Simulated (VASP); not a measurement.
Input of a VASP 6.6.1 run:

The input POSCAR:

```
ZrC
1.0
    0.0000000000      2.3240350662      2.3240350662
    2.3240350662      0.0000000000      2.3240350662
    2.3240350662      2.3240350662      0.0000000000
Zr C
1 1
Direct
    0.5000000000      0.5000000000      0.5000000000
    0.0000000000      0.0000000000      0.0000000000
```

Contents of INCAR.step1:

```
  PREC = Accurate
  ENCUT = 660
  ISMEAR = 0
  SIGMA = 0.05
  LREAL = F
  LASPH = T
  NELM = 120
  NBANDS = 15
  GGA = PE
  ALGO = Normal
  EDIFF = 1E-5
  LWAVE = T
  LCHARG = F
  GGA_COMPAT = F
```

The input INCAR.step2:

```
  PREC = Accurate
  ENCUT = 660
  EDIFF = 1E-6
  ISMEAR = 0
  SIGMA = 0.05
  LREAL = F
  LASPH = T
  NELM = 120
  ALGO = Normal
  ISIF = 2
  LWAVE = F
  LCHARG = F
  METAGGA = R2SCAN
  LMIXTAU = T
  NBANDS = 15
  ISTART = 1
  GGA_COMPAT = F
```

The input KPOINTS:

```
regular mesh
0
Gamma
  12 12 12
```

Potentials or basis: VASP PAW PBE potentials, release 64 (Zr_sv, C).

Launch:

```sh
$ cat potpaw_PBE.64/Zr_sv/POTCAR potpaw_PBE.64/C/POTCAR > POTCAR
$ cp INCAR.step1 INCAR
$ mpirun -np 1 vasp_std > vasp.out
$ cp INCAR.step2 INCAR
$ mpirun -np 1 vasp_std > vasp.out
```

Task: Estimate the pressure.

Result: 10.3 GPa.

Task: What does it give for the band gap on the k mesh?

Result: Zero (bands 8 and 9 overlap by 1.34 eV).

Caveat: the cell stands under pressure; the PAW data sets were made with another functional, which shifts forces and pressure a little.
